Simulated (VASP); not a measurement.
Wanted: the native input for a VASP 6.6.1 run.

```
Task                   : single point
Functional             : LDA
Potentials or basis    : VASP PAW LDA potentials, release 64 (Zn, Se)
Cutoff                 : 520 eV
k mesh                 : 10 × 10 × 10
Occupations            : gaussian, width 0.05 eV
Spin                   : no spin polarisation
Dipole correction      : no
Further INCAR settings : ALGO = Normal; EDIFF = 1e-06; NBANDS = 16
```

The structure of ZnSe lies in POSCAR:

```
ZnSe
1.0
    0.0000000000      2.6732045034      2.8405105763
    2.8405105763      0.0000000000      2.8405105763
    2.8405105763      2.6732045034      0.0000000000
Zn Se
1 1
Direct
    0.0000000000      0.0000000000      0.0000000000
    0.7500000000      0.7500000000      0.7500000000
```

One way to write it, as run:

INCAR

```
SYSTEM = ZnSe
PREC = Accurate ; ENCUT = 520
EDIFF = 1E-6 ; ISMEAR = 0
SIGMA = 0.05 ; LREAL = .FALSE.
LASPH = .TRUE. ; NELM = 80
ALGO = Normal ; ISIF = 2
LWAVE = .FALSE. ; LCHARG = .TRUE.
GGA = CA ; LELF = .TRUE.
LVHAR = .TRUE. ; NBANDS = 16
```

KPOINTS

```
Automatic mesh
0
G
  10 10 10
  0 0 0
```

Potentials or basis: VASP PAW LDA potentials, release 64 (Zn, Se).

The run is started by

```bash
$ cat potpaw_LDA.64/Zn/POTCAR potpaw_LDA.64/Se/POTCAR > POTCAR
$ mpirun -np 1 vasp_std > vasp.out
```

It gave:

```yaml
Pressure: 0.3 GPa
Band_gap_on_the_k_mesh: 1.14 eV
```

Run time: 110 s on 1 thread of Intel Xeon 8259CL, with other jobs on the host, peak memory 0.2 GiB.
